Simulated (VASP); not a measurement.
A run of VASP 6.6.1 is set up as follows.

File INCAR:

```
SYSTEM = MgH2
  PREC = Accurate
  ENCUT = 600
  EDIFF = 1E-6
  ISMEAR = 0
  SIGMA = 0.1
  LREAL = .False.
  LASPH = .True.
  NELM = 120
  ALGO = Normal
  ISIF = 2
  LWAVE = .False.
  LCHARG = .False.
  GGA = PE
  IVDW = 12
  NBANDS = 9
  GGA_COMPAT = .False.
```

KPOINTS

```
regular mesh
0
Gamma
  12 12 12
  0 0 0
```

The input POSCAR:

```
MgH2
1.0
    0.0000000000      2.3416407073      2.3416407073
    2.3416407073      0.0000000000      2.3416407073
    2.3416407073      2.3416407073      0.0000000000
Mg H
1 2
Direct
    0.0000000000      0.0000000000      0.0000000000
    0.2500000000      0.2500000000      0.2500000000
    0.7500000000      0.7500000000      0.7500000000
```

Potentials or basis: VASP PAW PBE potentials, release 64 (Mg, H).

Launch:

```console
$ cat potpaw_PBE.64/Mg/POTCAR potpaw_PBE.64/H/POTCAR > POTCAR
$ mpirun -np 1 vasp_std > vasp.out
```

Task: What does it give for the dispersion energy per atom?

Result: -0.161 eV.

Task: Estimate the pressure.

Result: -0.4 GPa.
